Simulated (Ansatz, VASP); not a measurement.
LuTl3 in VASP and in Ansatz

```
Lu Tl
1.0
     4.65300    0.00000    0.00000
     0.00000    4.65300    0.00000
     0.00000    0.00000    4.69953
Lu Tl
1 3
Direct
  0.00000 0.00000 0.00000
  0.00000 0.50000 0.50000
  0.50000 0.00000 0.50000
  0.50000 0.50000 0.00000
```

Change from the starting cell: zz strain of +1 %.

Alike in both runs: task single point; functional PBEsol; k mesh 7 × 7 × 7; occupations fermi-dirac, width 0.08 eV; no spin polarisation.

|  | VASP | Ansatz |
| --- | --- | --- |
| version | VASP 6.6.1 | Ansatz 0.2.0 |
| potentials or method | VASP PAW PBE potentials, release 64 (Lu, Tl_d), cutoff 520 eV | all-electron LAPW, scalar-relativistic |

```tsv
	VASP	Ansatz	Ansatz less VASP
pressure (GPa)	-0.9	-0.8	+0.04
```

VASP's potentials were made for PBE, not for PBEsol. Ansatz ran all-electron here, and VASP with PAW potentials.

Spin-orbit coupling is off throughout.
